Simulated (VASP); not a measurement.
A run of VASP 6.6.1 is set up as follows.

Contents of INCAR:

```
SYSTEM = Rh
PREC = Accurate
ENCUT = 500
EDIFF = 1E-6
ISMEAR = 0
SIGMA = 0.1
LREAL = .False.
LASPH = .True.
NELM = 120
ALGO = Normal
ISIF = 2
LWAVE = .False.
LCHARG = .True.
GGA = PE
LELF = .True.
LVHAR = .True.
NBANDS = 14
GGA_COMPAT = .False.
```

KPOINTS

```
Automatic mesh
0
Gamma
  12 12 12
  0 0 0
```

The input POSCAR:

```
Rh
1.0
    0.0000000000      1.8978500000      1.8978500000
    1.8978500000      0.0000000000      1.8978500000
    1.8978500000      1.8978500000      0.0000000000
Rh
1
Direct
    0.0000000000      0.0000000000      0.0000000000
```

Potentials or basis: VASP PAW PBE potentials, release 64 (Rh_pv).

Run with:

```sh
$ cat potpaw_PBE.64/Rh_pv/POTCAR > POTCAR
$ mpirun -np 1 vasp_std > vasp.out
```

(1) What does it give for the pressure?

Results:

(1) 7.5 GPa.
